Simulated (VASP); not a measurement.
## Si5F: single point with PBE

Si5F:

```
Si F
1.0
     4.35178    0.00000    0.00000
    -2.17589    3.76876    0.00000
     0.00000    0.00000    5.14950
Si F
5 1
Direct
  0.33333 0.66667 0.25840
  0.66667 0.33333 0.25840
  0.66667 0.33333 0.74160
  0.33333 0.66667 0.74160
  0.00000 0.00000 0.00000
  0.00000 0.00000 0.50000
```

```
Program                : VASP 6.6.1
Task                   : single point
Functional             : PBE
Potentials or basis    : VASP PAW PBE potentials, release 64 (Si, F)
Cutoff                 : 520 eV
k mesh                 : 12 × 12 × 8
Occupations            : gaussian, width 0.1 eV
Spin                   : no spin polarisation
Dipole correction      : no
Further INCAR settings : ALGO = Normal; EDIFF = 1e-06; NBANDS = 22
```

```json
{
 "Pressure": "-0.1 GPa"
}
```

Levels at points of the mesh, in eV from the Fermi level:
```csv
k point,band 10,band 11,band 12,band 13,band 14,band 15,band 16,band 17
"(0.00, 0.00, 0.00)",-3.60,-1.62,-1.52,-1.52,-0.11,-0.11,-0.01,1.98
"(0.50, 0.00, 0.00)",-3.22,-2.67,-2.52,-1.41,1.50,1.52,1.81,4.03
"(0.00, 0.00, 0.50)",-2.57,-2.57,-2.25,-2.25,-2.17,-2.17,-1.75,1.17
"(0.50, 0.00, 0.50)",-3.17,-1.84,-1.41,0.49,0.88,1.92,3.14,3.57
```

Wall time 44 s on 1 thread of Intel(R) Xeon(R) 6975P-C (Granite Rapids), on a shared host, peak memory 0.27 GiB.

Caveat: an odd number of electrons without spin polarisation forces a metal; a magnetic or distorted state may lie lower.
